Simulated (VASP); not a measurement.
# SiC (R3m) in VASP: a series of runs

The runs below take SiC through single point, with PBE.

All numbers are computed with VASP 6.6.1; they aren't measurements. Logs are shortened: lines on timing, memory, paths and dates and some standing lists are left out, and cuts for length are marked.

### Step 1. The cell of the first run

The structure is trigonal, space group R3m (No. 160). Conventional cell: a = 2.985 Å, b = 2.985 Å, c = 7.511 Å, α = 90.00°, β = 90.00°, γ = 120.00°. Si (site symmetry 3m) has 4 C at 1.83 to 1.88 Å within 2.4 Å. C (site symmetry 3m) has 4 Si at 1.83 to 1.88 Å within 2.4 Å.

### Step 2. Single point, PBE

INCAR

```
SYSTEM = SiC
PREC = Accurate
ENCUT = 520
EDIFF = 1E-6
ISMEAR = 0
SIGMA = 0.05
LREAL = .False.
LASPH = .True.
NELM = 80
ALGO = Normal
ISIF = 2
LWAVE = .False.
LCHARG = .False.
GGA = PE
NBANDS = 11
```

KPOINTS

```
Automatic mesh
0
Gamma
  12 12 12
  0 0 0
```

POSCAR

```
SiC
1.0
    0.0000000000      2.1109103257      2.1109103257
    2.1109103257      0.0000000000      2.1109103257
    2.1490474390      2.1490474390     -0.0381371132
Si C
1 1
Direct
    0.0000000000      0.0000000000      0.0000000000
    0.7500000000      0.7500000000      0.7500000000
```

Potentials or basis: VASP PAW PBE potentials, release 64 (Si, C).

Command:

```console
$ cat potpaw_PBE.64/Si/POTCAR potpaw_PBE.64/C/POTCAR > POTCAR
$ mpirun -np 1 vasp_std > vasp.out
```

OUTCAR:

```text
SYSTEM = SiC
   PREC = Accurate
   ENCUT = 520
   EDIFF = 1E-6
   ISMEAR = 0
   LREAL = .False.
   LASPH = .True.
   NELM = 80
   ISIF = 2
   GGA = PE

 ion  position               nearest neighbor table
   1  0.000  0.000  0.000-   2 1.83   2 1.83   2 1.83   2 1.88
   2  0.750  0.750  0.750-   1 1.83   1 1.83   1 1.83   1 1.88

  LATTYP: Found a trigonal (rhomboedric) cell.
 ALAT       =     3.0394513040
 COS(alpha) =     0.5176645425

  Lattice vectors:

 A1 = (   2.1490474390,   0.0381371133,  -2.1490474389)
 A2 = (   0.0381371133,   2.1490474390,  -2.1490474389)
 A3 = (   2.1490474390,   2.1490474390,  -0.0381371132)

Analysis of symmetry for initial positions (statically):
=====================================================================
 Subroutine PRICEL returns:
 Original cell was already a primitive cell.

 Routine SETGRP: Setting up the symmetry group for a
 trigonal (rhombohedral) supercell.

 Subroutine GETGRP returns: Found  6 space group operations
 (whereof  6 operations were pure point group operations)
 out of a pool of 12 trial point group operations.

The static configuration has the point symmetry C_3v.

Analysis of symmetry for dynamics (positions and initial velocities):
=====================================================================
 Subroutine PRICEL returns:
 Original cell was already a primitive cell.

 Routine SETGRP: Setting up the symmetry group for a
 trigonal (rhombohedral) supercell.

 Subroutine GETGRP returns: Found  6 space group operations
 (whereof  6 operations were pure point group operations)
 out of a pool of 12 trial point group operations.

The dynamic configuration has the point symmetry C_3v.

 Subroutine INISYM returns: Found  6 space group operations
 (whereof  6 operations are pure point group operations),
 and found     1 'primitive' translations

----------------------------------------------------------------------------------------

                                     Primitive cell

  volume of cell :      19.3220

  direct lattice vectors                    reciprocal lattice vectors
     0.000000000  2.110910326  2.110910326    -0.234781411  0.238947855  0.234781411
     2.110910326  0.000000000  2.110910326     0.238947855 -0.234781411  0.234781411
     2.149047439  2.149047439 -0.038137113     0.230614968  0.230614968 -0.230614968

  length of vectors
     2.985278012  2.985278012  3.039451304     0.409072976  0.409072976  0.399436841

  position of ions in fractional coordinates (direct lattice)
     0.000000000  0.000000000  0.000000000
     0.750000000  0.750000000  0.750000000

  ion indices of the primitive-cell ions
   primitive index   ion index
                 1           1
                 2           2

----------------------------------------------------------------------------------------

 KPOINTS: Automatic mesh

Automatic generation of k-mesh.
 Grid dimensions read from file:
 generate k-points for:   12   12   12

 Generating k-lattice:

  Cartesian coordinates                     Fractional coordinates (reciprocal lattice)
    -0.019565118  0.019912321  0.019565118     0.083333333  0.000000000 -0.000000000
     0.019912321 -0.019565118  0.019565118     0.000000000  0.083333333 -0.000000000
     0.019217914  0.019217914 -0.019217914     0.000000000  0.000000000  0.083333333

  Length of vectors
     0.034089415  0.034089415  0.033286403

  Shift w.r.t. Gamma in fractional coordinates (k-lattice)
     0.000000000  0.000000000  0.000000000

 Subroutine IBZKPT returns following result:
 ===========================================

 Found    189 irreducible k-points:

 Following reciprocal coordinates:
            Coordinates               Weight
  0.000000  0.000000  0.000000      1.000000
  0.083333  0.000000 -0.000000      6.000000
  0.166667  0.000000  0.000000      6.000000
  0.250000  0.000000 -0.000000      6.000000
  0.333333  0.000000  0.000000      6.000000
  0.416667  0.000000 -0.000000      6.000000
[... 16 lines left out ...]
  0.500000  0.166667 -0.000000     12.000000
 -0.416667  0.166667 -0.000000     12.000000
 [... further k-points ...]
   k-points           NKPTS =    189   k-points in BZ     NKDIM =    189   number of bands    NBANDS=     11
   number of dos      NEDOS =    301   number of ions     NIONS =      2
   total plane-waves  NPLWV =  13824
   dimension x,y,z NGX =    24 NGY =   24 NGZ =   24
   dimension x,y,z NGXF=    48 NGYF=   48 NGZF=   48
   ions per type =               1   1
   NGX,Y,Z   is equivalent  to a cutoff of  13.37, 13.37, 13.13 a.u.
   NGXF,Y,Z  is equivalent  to a cutoff of  26.73, 26.73, 26.25 a.u.
 SYSTEM =  SiC
   PREC   = accura    normal or accurate (medium, high low for compatibility)
   ISTART =      0    job   : 0-new  1-cont  2-samecut
   ICHARG =      2    charge: 1-file 2-atom 10-const
   ISPIN  =      1    spin polarized calculation?
   LNONCOLLINEAR =      F non collinear calculations
   LSORBIT =      F    spin-orbit coupling
   LASPH  =      T    aspherical Exc in radial PAW
   ENCUT  =  520.0 eV  38.22 Ry    6.18 a.u.   5.55  5.55  5.65*2*pi/ulx,y,z
   NELM   =     80;   NELMIN=  2; NELMDL= -5     # of ELM steps
   EDIFF  = 0.1E-05   stopping-criterion for ELM
   LREAL  =      F    real-space projection
   EDIFFG = 0.1E-04   stopping-criterion for IOM
   NSW    =      0    number of steps for IOM
   IBRION =     -1    ionic relax: 0-MD 1-quasi-New 2-CG
   NFREE  =      0    steps in history (QN), initial steepest desc. (CG)
   ISIF   =      2    stress and relaxation
   ISYM   =      2    0-nonsym 1-usesym 2-fastsym
   POTIM  = 0.5000    time-step for ionic-motion
   TEBEG  =    0.0;   TEEND  =   0.0 temperature during run
   PSTRESS=    0.0 pullay stress
   NELECT =       8.0000    total number of electrons
   NUPDOWN=      -1.0000    fix difference up-down
   EMIN   =  10.00;   EMAX   =-10.00  energy-range for DOS
   EFERMI =   0.00;   METHOD = LEGACY
   ISMEAR =     0;   SIGMA  =   0.05  broadening in eV -4-tet -1-fermi 0-gaus
   EFERMI_NEDOS =   21; number of points for ismear=-14 and -15
   IALGO  =     38    algorithm
   IMIX   =      4    mixing-type and parameters
     AMIX     =   0.40;   BMIX     =  1.00
     AMIX_MAG =   1.60;   BMIX_MAG =  1.00
  volume/ion in A,a.u.               =       9.66        65.20
  Fermi-wavevector in a.u.,A,eV,Ry     =   1.220171  2.305789 20.256598  1.488818
  Thomas-Fermi vector in A             =   2.355398
   LORBIT       =      0    0 simple, 1 ext, 2 COOP (PROOUT), +10 PAW based schemes
   GGA     = PE    functional components
   LHFCALC =     F    Hartree Fock is set to
   AEXX    =    0.0000 exact exchange contribution
   IVDW    =     0    specifies the selected vdW correction
   LEPSILON=     F    determine dielectric tensor
   LRPA    =     F    only Hartree local field effects (RPA)
 non-spin polarized calculation
 Gauss-broadening in eV      SIGMA  =   0.05
  energy-cutoff  :      520.00
  volume of cell :       19.32
 maximum number of plane-waves:       540
 NGX is ok and might be reduce to    24
   NGX = 11   NGY = 11   NGZ = 11

 number of electron       7.9999999 magnetization

 Free energy of the ion-electron system (eV)
  ---------------------------------------------------
  ext. energy  EPLUGINS =         0.00000000
  ---------------------------------------------------
  free energy    TOTEN  =       -14.94027036 eV

  energy without entropy =      -14.94027036  energy(sigma->0) =      -14.94027036

 E-fermi :   9.1508     XC(G=0): -11.6578

 val. band max:        8.9558191794   @ k =   0.0000   0.0000   0.0000
 cond. band min:      10.1715386304   @ k =   0.5000   0.5000   0.0000
 fundamental gap:      1.2157194510
 Fermi energy:         9.1507713427

 k-point     1 :       0.0000    0.0000    0.0000
  band No.  band energies     occupation
      1      -7.0593      2.00000
      2       8.7659      2.00000
      3       8.9558      2.00000
      4       8.9558      2.00000
      5      15.5514      0.00000
      6      16.6546      0.00000
      7      16.9182      0.00000
      8      16.9182      0.00000
      9      23.8183      0.00000
     10      23.8183      0.00000
     11      26.3835      0.00000

 k-point     2 :       0.0833    0.0000   -0.0000
  band No.  band energies     occupation
      1      -6.9139      2.00000
      2       8.2112      2.00000
      3       8.6981      2.00000
      4       8.8519      2.00000
      5      15.6844      0.00000
      6      16.7802      0.00000
      7      17.1051      0.00000
      8      17.1995      0.00000
      9      22.9306      0.00000
     10      23.0589      0.00000
     11      25.9413      0.00000

 k-point     3 :       0.1667    0.0000    0.0000
  band No.  band energies     occupation
      1      -6.4818      2.00000
      2       6.5467      2.00000
      3       8.4585      2.00000
      4       8.5945      2.00000
      5      15.6317      0.00000
      6      16.9574      0.00000
      7      17.4390      0.00000
      8      18.1224      0.00000
      9      21.9961      0.00000
     10      22.2908      0.00000
     11      25.1148      0.00000

 k-point     4 :       0.2500    0.0000   -0.0000
  band No.  band energies     occupation
      1      -5.7770      2.00000
      2       4.5508      2.00000
      3       8.1859      2.00000
      4       8.2912      2.00000
      5      15.3310      0.00000
      6      16.9848      0.00000
      7      17.4194      0.00000
      8      18.9564      0.00000
      9      22.1136      0.00000
     10      22.5925      0.00000
     11      24.6664      0.00000

 k-point     5 :       0.3333    0.0000    0.0000
  band No.  band energies     occupation
      1      -4.8362      2.00000
      2       2.5647      2.00000
      3       7.9552      2.00000
      4       8.0293      2.00000
      5      15.0442      0.00000
      6      16.6421      0.00000
      7      17.0355      0.00000
      8      19.3237      0.00000
      9      23.3282      0.00000
     10      23.9711      0.00000
     11      24.9667      0.00000
[... 211 lines left out ...]
 k-point    21 :       0.3333    0.1667   -0.0000
  band No.  band energies     occupation
      1      -5.0120      2.00000
      2       4.0897      2.00000
      3       6.9611      2.00000
      4       7.0704      2.00000
      5      13.9539      0.00000
      6      16.9675      0.00000
      7      18.6101      0.00000
      8      19.0113      0.00000
      9      22.1773      0.00000
     10      25.4866      0.00000
     11      27.4606      0.00000

 k-point    22 :       0.4167    0.1667   -0.0000
  band No.  band energies     occupation
      1      -4.0341      2.00000
      2       2.3168      2.00000
      3       6.5030      2.00000
      4       6.8931      2.00000
      5      13.7558      0.00000
      6      17.2668      0.00000
      7      18.5348      0.00000
      8      19.2744      0.00000
      9      22.9550      0.00000
     10      26.7297      0.00000
     11      27.6869      0.00000

 k-point    23 :       0.5000    0.1667   -0.0000
  band No.  band energies     occupation
      1      -3.0505      2.00000
      2       0.8655      2.00000
      3       6.0275      2.00000
      4       6.9935      2.00000
      5      13.7974      0.00000
      6      17.1580      0.00000
      7      18.0490      0.00000
      8      20.4192      0.00000
      9      23.4966      0.00000
     10      26.8228      0.00000
     11      27.9857      0.00000

 k-point    24 :      -0.4167    0.1667   -0.0000
  band No.  band energies     occupation
      1      -2.8175      2.00000
      2       0.5612      2.00000
      3       5.7085      2.00000
      4       7.2630      2.00000
      5      14.1321      0.00000
      6      17.0087      0.00000
      7      17.7145      0.00000
      8      20.7981      0.00000
      9      24.3514      0.00000
     10      24.8839      0.00000
     11      27.9489      0.00000

 [... further k-points ...]
[... 5 lines left out ...]
  --------------------------------------------------------------------------------------
  -------------------------------------------------------------------------------------
  Total        2.5348282      2.5348282      2.5348282     -0.6936468      0.6936468      0.6936468
  in kB      210.1875752    210.1875752    210.1875752    -57.5170864     57.5170864     57.5170864
  external PRESSURE =     210.1875752 kB  Pullay stress =       0.0000000 kB

 VOLUME and BASIS-vectors are now :
 -----------------------------------------------------------------------------
  energy-cutoff  :      520.00
  volume of cell :       19.32
      direct lattice vectors                 reciprocal lattice vectors
     0.000000000  2.110910326  2.110910326    -0.234781411  0.238947855  0.234781411
     2.110910326  0.000000000  2.110910326     0.238947855 -0.234781411  0.234781411
     2.149047439  2.149047439 -0.038137113     0.230614968  0.230614968 -0.230614968

 POSITION                                       TOTAL-FORCE (eV/Angst)
 -----------------------------------------------------------------------------------
      0.00000      0.00000      0.00000         0.196443      0.196443     -0.196443
      3.19497      3.19497      3.13776        -0.196443     -0.196443      0.196443
 -----------------------------------------------------------------------------------
    total drift:                               -0.000038     -0.000038      0.000038

  FREE ENERGIE OF THE ION-ELECTRON SYSTEM (eV)
  ---------------------------------------------------
  free  energy   TOTEN  =       -14.9402703632 eV

  energy  without entropy=      -14.9402703632  energy(sigma->0) =      -14.94027036
```

Wall time 14 s (1 thread of Intel Xeon 6975P-C (Granite Rapids), shared host); peak memory 0.16 GiB.

Results:

| Item | Value |
| --- | --- |
| Free energy | -14.9403 eV |
| Pressure | 21.0 GPa |
| Largest force | 0.340 eV/Å |
| Band gap on the k mesh | 1.22 eV, indirect (least direct gap 4.44 eV) |

Forces in eV/Å, atoms in the order of the input:
```
Si   0.196  0.196 -0.196
C   -0.196 -0.196  0.196
```

Stress tensor (GPa, compression positive):
```
21.02 -5.75  5.75
-5.75 21.02  5.75
 5.75  5.75 21.02
```

A k mesh can miss the band edges.

[end of part 1 of 2]
